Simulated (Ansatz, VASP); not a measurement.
# MoS2 in VASP and in Ansatz

```
Mo S
1.0
     3.22624    0.00000    0.00000
    -1.61312    2.79400    0.00000
     0.00000    0.00000    6.27376
Mo S
1 2
Direct
  0.00000 0.00000 0.50000
  0.33333 0.66667 0.28129
  0.66667 0.33333 0.77450
```

Change from the starting cell: all S atoms moved +0.175 Å, as atom 2 along Cartesian [0 0 1].

Alike in both runs: task single point; functional r2SCAN; k mesh 18 × 18 × 8; occupations gaussian, width 0.15 eV; no spin polarisation.

```csv
,VASP,Ansatz
version,VASP 6.6.1,Ansatz 0.2.0
potentials or method,"VASP PAW PBE potentials, release 64 (Mo_sv, S), cutoff 520 eV","scalar-relativistic, plane waves, PAW"
valence electrons in the cell,26,26
```

|  | VASP | Ansatz | Ansatz less VASP |
| --- | --- | --- | --- |
| gap on the k mesh at the Fermi level (eV) | none | none | - |
| pressure (GPa) | 2.1 | 2.0 | -0.03 |
| traceless stress, the component that is largest in VASP (GPa) | -1.32 | -1.31 | +0.005 |
| rms of the force components (eV/Å) | 1.513 | 1.510 | -0.0028 |

VASP's potentials were made for PBE, not for r2SCAN. Atom by atom the forces differ by 0.003 eV/Å (rms over components). A gap of «none» marks a metal or a gap that the smearing closes.
